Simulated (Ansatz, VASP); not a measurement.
**Zn: VASP beside Ansatz**

The input INCAR:

```
  PREC = Accurate
  ENCUT = 520
  EDIFF = 1E-7
  ISMEAR = 0
  SIGMA = 0.15
  LREAL = False
  LASPH = True
  NELM = 80
  ALGO = Fast
  ISIF = 2
  LWAVE = False
  LCHARG = False
  GGA = PE
  NBANDS = 19
```

File KPOINTS:

```
regular mesh
0
Gamma
  24 24 10
```

File POSCAR:

```
Zn
1.0
    2.6647980532      0.0000000000      0.0000000000
   -1.3323990266      2.3077828100      0.0000000000
    0.0000000000      0.0000000000      5.0951010000
Zn
2
Direct
    0.3333333333      0.6666666667      0.2500000000
    0.6666666667      0.3333333333      0.7500000000
```

Input for Ansatz:

```yaml
crystal:
  lattice:
    - [2.6647980532, 0.0, 0.0]
    - [-1.3323990266, 2.30778281, 0.0]
    - [0.0, 0.0, 5.095101]
  atoms:
    - { symbol: Zn, position: [0.3333333333, 0.6666666667, 0.25] }
    - { symbol: Zn, position: [0.6666666667, 0.3333333333, 0.75] }
basis:
  ecutwfc: 420
kpoints:
  mp_grid: { grid: [24, 24, 10] }
hamiltonian:
  xc: pbe
scf:
  occupations: { method: gaussian, width: 0.15 }
output:
  forces: true
  stress: true
  eigenvalues: true
```

Change from the starting cell: strain +0.000 along x and y, +0.030 along z, atoms carried along.

Alike in both runs: task single point; functional PBE; k mesh 24 × 24 × 10; occupations gaussian, width 0.15 eV; no spin polarisation.

```csv
,VASP,Ansatz
version,VASP 6.6.1,Ansatz 0.2.0
potentials or method,"VASP PAW PBE potentials, release 64 (Zn), cutoff 520 eV","scalar-relativistic, plane waves, PAW"
valence electrons in the cell,24,24
```

```tsv
	VASP	Ansatz	Ansatz less VASP
gap on the k mesh at the Fermi level (eV)	none	none	-
pressure (GPa)	-1.5	-1.8	-0.29
traceless stress, the component that is largest in VASP (GPa)	0.57	0.73	+0.163
```

A gap of «none» marks a metal or a gap that the smearing closes. With one functional, cell and mesh, what is left measures potentials, basis and numerics.
